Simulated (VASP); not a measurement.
# CO2 (Pa-3) in VASP: settings compared, part 3 of 3

VASP 6.6.1.

### Step 4. Electric field gradients, r2SCAN

The input, POSCAR:

```
CO2
1.0
    5.6300000000      0.0000000000      0.0000000000
    0.0000000000      5.6300000000      0.0000000000
    0.0000000000      0.0000000000      5.6300000000
C O
4 8
Direct
    0.0000000000      0.0000000000      0.0000000000
    0.5000000000      0.0000000000      0.5000000000
    0.5000000000      0.5000000000      0.0000000000
    0.0000000000      0.5000000000      0.5000000000
    0.1198097946      0.1198097946      0.1198097946
    0.3801902054      0.8801902054      0.6198097946
    0.6198097946      0.3801902054      0.8801902054
    0.8801902054      0.6198097946      0.3801902054
    0.8801902054      0.8801902054      0.8801902054
    0.6198097946      0.1198097946      0.3801902054
    0.3801902054      0.6198097946      0.1198097946
    0.1198097946      0.3801902054      0.6198097946
```

The input, INCAR.step1:

```
PREC = Accurate
ENCUT = 520
ISMEAR = -1
SIGMA = 0.02
LREAL = False
LASPH = True
NELM = 80
NBANDS = 44
GGA = PE
ALGO = Normal
EDIFF = 1E-4
LWAVE = True
LCHARG = False
```

The input, INCAR.step2:

```
PREC = Accurate
ENCUT = 520
EDIFF = 1E-8
ISMEAR = -1
SIGMA = 0.02
LREAL = False
LASPH = True
NELM = 80
ALGO = Normal
ISIF = 2
LWAVE = False
LCHARG = False
METAGGA = R2SCAN
LMIXTAU = True
LEFG = True
NBANDS = 44
ISTART = 1
```

The input, KPOINTS:

```
Automatic mesh
0
Gamma
  4 4 4
```

Potentials or basis: VASP PAW PBE potentials, release 64 (C, O).

Launch:

```
cat potpaw_PBE.64/C/POTCAR potpaw_PBE.64/O/POTCAR > POTCAR
cp INCAR.step1 INCAR
mpirun -np 1 vasp_std > vasp.out
cp INCAR.step2 INCAR
mpirun -np 1 vasp_std > vasp.out
```

OUTCAR:

```text
PREC = Accurate
   ENCUT = 520
   EDIFF = 1E-8
   ISMEAR = -1
   LREAL = False
   LASPH = True
   NELM = 80
   ISIF = 2
   METAGGA = R2SCAN
   ISTART = 1

 ion  position               nearest neighbor table
   1  0.000  0.000  0.000-   5 1.17   9 1.17
   2  0.500  0.000  0.500-   6 1.17  10 1.17
   3  0.500  0.500  0.000-   7 1.17  11 1.17
   4  0.000  0.500  0.500-   8 1.17  12 1.17
   5  0.120  0.120  0.120-   1 1.17
   6  0.380  0.880  0.620-   2 1.17
   7  0.620  0.380  0.880-   3 1.17
   8  0.880  0.620  0.380-   4 1.17
   9  0.880  0.880  0.880-   1 1.17
  10  0.620  0.120  0.380-   2 1.17
  11  0.380  0.620  0.120-   3 1.17
  12  0.120  0.380  0.620-   4 1.17

  LATTYP: Found a simple cubic cell.
 ALAT       =     5.6300000000

  Lattice vectors:

 A1 = (   5.6300000000,   0.0000000000,   0.0000000000)
 A2 = (   0.0000000000,   5.6300000000,   0.0000000000)
 A3 = (   0.0000000000,   0.0000000000,   5.6300000000)

Analysis of symmetry for initial positions (statically):
=====================================================================
 Subroutine PRICEL returns:
 Original cell was already a primitive cell.

 Routine SETGRP: Setting up the symmetry group for a
 simple cubic supercell.

 Subroutine GETGRP returns: Found 24 space group operations
 (whereof  6 operations were pure point group operations)
 out of a pool of 48 trial point group operations.

The static configuration has the point symmetry S_6 .
 The point group associated with its full space group is T_h .

Analysis of symmetry for dynamics (positions and initial velocities):
=====================================================================
 Subroutine PRICEL returns:
 Original cell was already a primitive cell.

 Routine SETGRP: Setting up the symmetry group for a
[... 711 lines left out ...]
      2.14047      4.95547      3.48953         0.054102      0.054102     -0.054102
      3.48953      2.14047      4.95547        -0.054102      0.054102      0.054102
      4.95547      3.48953      2.14047         0.054102     -0.054102      0.054102
      4.95547      4.95547      4.95547         0.054102      0.054102      0.054102
      3.48953      0.67453      2.14047        -0.054102     -0.054102      0.054102
      2.14047      3.48953      0.67453         0.054102     -0.054102     -0.054102
      0.67453      2.14047      3.48953        -0.054102      0.054102     -0.054102
 -----------------------------------------------------------------------------------
    total drift:                                0.000000     -0.000000     -0.000000

  FREE ENERGIE OF THE ION-ELECTRON SYSTEM (eV)
  ---------------------------------------------------
  free  energy   TOTEN  =      -103.0629893872 eV

  energy  without entropy=     -103.0629893872  energy(sigma->0) =     -103.06298939

 Electric field gradients (V/A^2)
---------------------------------------------------------------------
 ion       V_xx      V_yy      V_zz      V_xy      V_xz      V_yz
---------------------------------------------------------------------
   1       0.000     0.000    -0.000   -28.526   -28.526   -28.526
   2       0.000     0.000    -0.000   -28.526    28.526    28.526
   3       0.000     0.000    -0.000    28.526    28.526   -28.526
   4       0.000     0.000    -0.000    28.526   -28.526    28.526
   5       0.000     0.000    -0.000    36.821    36.821    36.821
   6       0.000     0.000    -0.000    36.821   -36.821   -36.821
   7       0.000     0.000    -0.000   -36.821   -36.821    36.821
   8       0.000     0.000    -0.000   -36.821    36.821   -36.821
   9       0.000     0.000    -0.000    36.821    36.821    36.821
  10       0.000     0.000    -0.000    36.821   -36.821   -36.821
  11       0.000     0.000    -0.000   -36.821   -36.821    36.821
  12       0.000     0.000    -0.000   -36.821    36.821   -36.821
---------------------------------------------------------------------

 Electric field gradients after diagonalization (V/A^2)
 (convention: |V_zz| > |V_xx| > |V_yy|)
----------------------------------------------------------------------
 ion       V_xx      V_yy      V_zz     asymmetry (V_yy - V_xx)/ V_zz
----------------------------------------------------------------------
   1      28.526    28.526   -57.052       0.000
   2      28.526    28.526   -57.052       0.000
   3      28.526    28.526   -57.052       0.000
   4      28.526    28.526   -57.052       0.000
   5     -36.821   -36.821    73.641       0.000
   6     -36.821   -36.821    73.641       0.000
   7     -36.821   -36.821    73.641       0.000
   8     -36.821   -36.821    73.641       0.000
   9     -36.821   -36.821    73.641       0.000
  10     -36.821   -36.821    73.641       0.000
  11     -36.821   -36.821    73.641       0.000
  12     -36.821   -36.821    73.641       0.000
----------------------------------------------------------------------

           NMR quadrupolar parameters

 Cq : quadrupolar parameter    Cq=e*Q*V_zz/h
 eta: asymmetry parameters     (V_yy - V_xx)/ V_zz
 Q  : nuclear electric quadrupole moment in mb (millibarn)
----------------------------------------------------------------------
 ion       Cq(MHz)       eta       Q (mb)
----------------------------------------------------------------------
   1      -0.138       0.000       1.000
   2      -0.138       0.000       1.000
   3      -0.138       0.000       1.000
   4      -0.138       0.000       1.000
   5       0.178       0.000       1.000
   6       0.178       0.000       1.000
   7       0.178       0.000       1.000
   8       0.178       0.000       1.000
   9       0.178       0.000       1.000
  10       0.178       0.000       1.000
  11       0.178       0.000       1.000
  12       0.178       0.000       1.000
----------------------------------------------------------------------
```

OUTCAR.step1:

```text
PREC = Accurate
   ENCUT = 520
   ISMEAR = -1
   LREAL = False
   LASPH = True
   NELM = 80
[... 762 lines left out ...]
      3.48953      0.67453      2.14047         0.373883      0.373883     -0.373883
      2.14047      3.48953      0.67453        -0.373883      0.373883      0.373883
      0.67453      2.14047      3.48953         0.373883     -0.373883      0.373883
 -----------------------------------------------------------------------------------
    total drift:                                0.000000     -0.000000     -0.000000

  FREE ENERGIE OF THE ION-ELECTRON SYSTEM (eV)
  ---------------------------------------------------
  free  energy   TOTEN  =       -92.1351889589 eV

  energy  without entropy=      -92.1351889589  energy(sigma->0) =      -92.13518896
```

Wall time 6.3 min (1 thread of AMD EPYC 7R43 (Zen 3), shared host); peak memory 0.26 GiB.

Results:

```
Free energy                             : -103.0630 eV
Pressure                                : -0.8 GPa
Largest force                           : 0.094 eV/Å
Band gap on the k mesh                  : 7.40 eV
Largest electric field gradient by atom : C -57.1; O +73.6 V/Å²
```

Forces in eV/Å, atoms in the order of the input:
```
C    0.000  0.000  0.000
C    0.000  0.000  0.000
C    0.000  0.000  0.000
C    0.000  0.000  0.000
O   -0.054 -0.054 -0.054
O    0.054  0.054 -0.054
O   -0.054  0.054  0.054
O    0.054 -0.054  0.054
O    0.054  0.054  0.054
O   -0.054 -0.054  0.054
O    0.054 -0.054 -0.054
O   -0.054  0.054 -0.054
```

Electric field gradients, principal values (V/Å²):
```
atom    least   middle  greatest (by size)
 1 C   28.526   28.526             -57.052
 2 C   28.526   28.526             -57.052
 3 C   28.526   28.526             -57.052
 4 C   28.526   28.526             -57.052
 5 O  -36.821  -36.821              73.641
 6 O  -36.821  -36.821              73.641
 7 O  -36.821  -36.821              73.641
 8 O  -36.821  -36.821              73.641
 9 O  -36.821  -36.821              73.641
10 O  -36.821  -36.821              73.641
11 O  -36.821  -36.821              73.641
12 O  -36.821  -36.821              73.641
```

Caveat: without QUAD_EFG the Cq values of the log hold for a quadrupole moment of 1 mb, not for the nuclei; the PAW data sets were made with another functional, which shifts forces and pressure a little. A k mesh can miss the band edges.

### Step 5. Summary

| level | cell | gap on the mesh (eV) | pressure (GPa) | largest force (eV/Å) |
| --- | --- | --- | --- | --- |
| PBE | as given, atomic positions A | 7.62 | 47.2 | 18.60 |
| PBE | as given, atomic positions B | 6.77 | 2.8 | 0.65 |
| r2SCAN | as given, atomic positions B | 7.40 | -0.8 | 0.09 |

Alike in all rows: task electric field gradients; potentials or basis VASP PAW PBE potentials, release 64 (C, O); no spin polarisation; k mesh 4 × 4 × 4; cutoff (eV) 520; smearing fermi-dirac 0.02 eV.

The pressure there spans -0.8 GPa (r2SCAN) to 47.2 GPa (PBE); a positive pressure means that this level wants a larger cell, a negative one a smaller.

Caveats: this functional lacks dispersion, which holds the molecules together, so the pressure and a relaxed volume are unreliable (at least some runs); the cell stands under pressure (at least some runs); forces of over 1 eV/Å act on the atoms, so gaps and moduli don't describe the material at rest (at least some runs); the PAW data sets were made with another functional, which shifts forces and pressure a little (at least some runs).

Absolute energies hang on the potentials; compare differences alone.
